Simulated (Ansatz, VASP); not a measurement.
**Two plane-wave programs on RbAu2**

File INCAR:

```
PREC = Accurate
ENCUT = 600
EDIFF = 1E-6
ISMEAR = 0
SIGMA = 0.1
LREAL = F
LASPH = T
NELM = 100
ALGO = Normal
ISIF = 3
LWAVE = F
LCHARG = F
GGA = PE
IBRION = 2
NSW = 90
EDIFFG = -0.04
```

The input KPOINTS:

```
regular mesh
0
Gamma
  6 6 2
```

POSCAR

```
RbAu2
1.0
    4.0740129600      0.0000000000      0.0000000000
   -2.0370064800      3.5281987200      0.0000000000
    0.0000000000      0.0000000000      8.5739266600
Rb Au
1 2
Direct
    0.0000000000      0.0000000000      0.5000000000
    0.3333333300      0.6666666700      0.8693301700
    0.6666666700      0.3333333300      0.1306698300
```

Input for Ansatz:

```yaml
crystal:
  lattice:
    - [4.07401296, 0.0, 0.0]
    - [-2.03700648, 3.52819872, 0.0]
    - [0.0, 0.0, 8.57392666]
  atoms:
    - { symbol: Rb, position: [0.0, 0.0, 0.5] }
    - { symbol: Au, position: [0.33333333, 0.66666667, 0.86933017] }
    - { symbol: Au, position: [0.66666667, 0.33333333, 0.13066983] }
basis:
  ecutwfc: 420
kpoints:
  mp_grid: { grid: [6, 6, 2] }
hamiltonian:
  xc: pbe
scf:
  occupations: { method: gaussian, width: 0.1 }
  lower_state_search: "off"
output:
  forces: true
  stress: true
  eigenvalues: true
relax:
  adjacent_minimum: "off"
  f_tol: 0.04
  max_steps: 70
  cell: { stress_tol: 0.4 }
```

Alike in both runs: task relaxation of cell and atoms; functional PBE; k mesh 6 × 6 × 2; occupations gaussian, width 0.1 eV; no spin polarisation.

|  | VASP | Ansatz |
| --- | --- | --- |
| version | VASP 6.6.1 | Ansatz 0.2.0 |
| potentials or method | VASP PAW PBE potentials, release 64 (Rb_sv, Au), cutoff 600 eV | scalar-relativistic, plane waves, PAW |
| valence electrons in the cell | 31 | 47 |

```tsv
	VASP	Ansatz	Ansatz less VASP
gap on the k mesh at the Fermi level, each at its own relaxed structure (eV)	none	none	-
relaxed volume (Å³/atom)	32.29	32.47	+0.179
relaxed length of the cell vector where the two differ most in proportion (Å)	4.707	4.716	+0.0093
```

A gap of «none» marks a metal or a gap that the smearing closes. VASP's potentials hold 31 valence electrons a cell and Ansatz's 47, so a difference there can come from the potentials and not from the codes.

The k mesh is coarse, so the values compare programs but aren't converged. Spin-orbit coupling is off throughout. Noted on VASP's run: the volume moved by over 15 % at a fixed basis, so the end points are rough.
